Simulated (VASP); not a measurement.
## Si2Ni: single point with PBEsol

The system is Si2Ni.

```xyz
3
Lattice="0.0000 2.8725 2.8725 2.6957 0.1768 2.6957 2.6957 2.6957 0.1768" Properties=species:S:1:pos:R:3 pbc="T T T"
Si    1.3479    1.4363    1.4363
Si    4.0436    4.3088    4.3088
Ni    0.0000    0.0000    0.0000
```

This cell differs from its parent crystal: strain +0.1312 x Voigt [0, 0, 0, 1, 0, 0].

* Program: VASP 6.6.1
* Task: single point
* Functional: PBEsol
* Potentials or basis: VASP PAW PBE potentials, release 64 (Si, Ni)
* Cutoff: 520 eV
* k mesh: 16 × 16 × 16
* Occupations: gaussian, width 0.15 eV
* Spin: no spin polarisation

```
Pressure               : 3.2 GPa
Largest force          : 1.100 eV/Å
Band gap on the k mesh : zero (bands 9 and 10 overlap by 2.58 eV)
```

Forces on the atoms (eV/Å):
```
Si  -1.100  0.000  0.000
Si   1.100  0.000  0.000
Ni   0.000  0.000  0.000
```

Stress tensor (GPa, compression positive):
```
  1.32   0.00   0.00
  0.00   4.16 -15.10
  0.00 -15.10   4.16
```

Levels at points of the mesh, in eV from the Fermi level:
```csv
k point,band 7,band 8,band 9,band 10,band 11,band 12
"(0.00, 0.00, 0.00)",-0.72,1.22,1.59,1.64,2.65,3.06
"(0.50, 0.00, 0.00)",-3.29,-1.22,-0.55,1.91,2.49,2.54
"(0.00, 0.50, 0.00)",-3.28,-1.85,-1.66,1.33,1.47,1.59
"(0.50, 0.50, 0.00)",-3.56,-3.39,-3.12,-0.31,1.46,7.42
"(0.00, 0.50, 0.50)",-3.37,-3.32,-3.06,-0.60,2.00,8.11
```

It took 9.3 min on 1 thread of Intel Xeon 8259CL, on a shared host, peak memory 0.47 GiB.

Caveat: the cell differs from its parent crystal (strain +0.1312 x Voigt [0, 0, 0, 1, 0, 0]); the cell stands under pressure; the PAW data sets were made with another functional, which shifts forces and pressure a little. Spin polarisation is off, so any magnetic state and its effect on volume and gap are missing.
